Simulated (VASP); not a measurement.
Set up this calculation in VASP 6.6.1, as the native input.

* Task: single point
* Functional: r2SCAN
* Potentials or basis: VASP PAW PBE potentials, release 64 (Ba_sv, S)
* Cutoff: 520 eV
* k mesh: 6 × 6 × 6
* Occupations: gaussian, width 0.02 eV
* Spin: no spin polarisation
* Dipole correction: no
* Further INCAR settings: ALGO = Normal; EDIFF = 1e-07; NBANDS = 15

Crystal: BaS.

```xyz
2
Lattice="0.0000 3.2127 3.2127 3.2127 0.0000 3.2127 3.2127 3.2127 0.0000" Properties=species:S:1:pos:R:3 pbc="T T T"
Ba    0.0000    0.0000    0.0000
S     3.2127    3.2127    3.2127
```

The input as run:

POSCAR

```
BaS
1.0
    0.0000000000      3.2127200761      3.2127200761
    3.2127200761      0.0000000000      3.2127200761
    3.2127200761      3.2127200761      0.0000000000
Ba S
1 1
Direct
    0.0000000000      0.0000000000      0.0000000000
    0.5000000000      0.5000000000      0.5000000000
```

INCAR.step1

```
SYSTEM = BaS
PREC = Accurate
ENCUT = 520
ISMEAR = 0
SIGMA = 0.02
LREAL = .False.
LASPH = .True.
NELM = 100
NBANDS = 15
GGA = PE
ALGO = Normal
EDIFF = 1E-4
LWAVE = .True.
LCHARG = .False.
```

INCAR.step2

```
SYSTEM = BaS
PREC = Accurate
ENCUT = 520
EDIFF = 1E-7
ISMEAR = 0
SIGMA = 0.02
LREAL = .False.
LASPH = .True.
NELM = 100
ALGO = Normal
ISIF = 2
LWAVE = .False.
LCHARG = .True.
METAGGA = R2SCAN
LMIXTAU = .True.
LELF = .True.
LVHAR = .True.
NBANDS = 15
ISTART = 1
```

KPOINTS

```
regular mesh
0
Gamma
  6 6 6
  0 0 0
```

Potentials or basis: VASP PAW PBE potentials, release 64 (Ba_sv, S).

Command:

```console
$ cat potpaw_PBE.64/Ba_sv/POTCAR potpaw_PBE.64/S/POTCAR > POTCAR
$ cp INCAR.step1 INCAR
$ mpirun -np 1 vasp_std > vasp.out
$ cp INCAR.step2 INCAR
$ mpirun -np 1 vasp_std > vasp.out
```

Results of the run:

- Pressure: 0.5 GPa
- Band gap on the k mesh: 2.49 eV, indirect (least direct gap 2.64 eV)

Caveat: the PAW data sets were made with another functional, which shifts forces and pressure a little; spin-orbit coupling is left out, which moves the levels of the heavy elements.

Wall time 77 s on 1 thread of Intel Xeon 6975P-C, on a shared host, peak memory 0.22 GiB.
